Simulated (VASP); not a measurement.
Here is a VASP 6.6.1 calculation.

File INCAR:

```
SYSTEM = ZnS
PREC     = Accurate       ! precision mode
ENCUT    = 520            ! plane-wave cutoff, eV
EDIFF    = 1E-6           ! SCF threshold, eV
ISMEAR   = 0              ! smearing method
SIGMA    = 0.05           ! smearing width, eV
LREAL    = .False.        ! projectors in reciprocal space
LASPH    = .True.         ! aspherical terms in the spheres
NELM     = 100            ! most SCF steps
ALGO     = Normal         ! electronic algorithm
ISIF     = 2              ! what is computed and relaxed
LWAVE    = .False.        ! write WAVECAR
LCHARG   = .False.        ! write CHGCAR
GGA      = PE             ! functional
NBANDS   = 26             ! bands
```

KPOINTS

```
Automatic mesh
0
Gamma
  9 9 4
  0 0 0
```

File POSCAR:

```
ZnS
1.0
    3.6917363860      0.0000000000      0.0000000000
   -1.8458681930      3.1971374943      0.0000000000
    0.0000000000      0.0000000000      6.3037246812
Zn S
2 2
Direct
    0.3333333333      0.6666666667      0.0052003729
    0.6666666667      0.3333333333      0.5052003729
    0.3333333333      0.6666666667      0.3797996271
    0.6666666667      0.3333333333      0.8797996271
```

Potentials or basis: VASP PAW PBE potentials, release 64 (Zn, S).

Run with:

```sh
$ cat potpaw_PBE.64/Zn/POTCAR potpaw_PBE.64/S/POTCAR > POTCAR
$ mpirun -np 1 vasp_std > vasp.out
```

Problem. Predict the band gap on the k mesh.

Solution. 2.32 eV, direct.

Problem. What does it give for the pressure?

Solution. 7.2 GPa.

Stress tensor (GPa, compression positive):
```
9.38 0.00 0.00
0.00 9.38 0.00
0.00 0.00 2.72
```

As with any semilocal functional, this PBE gap is likely too small.
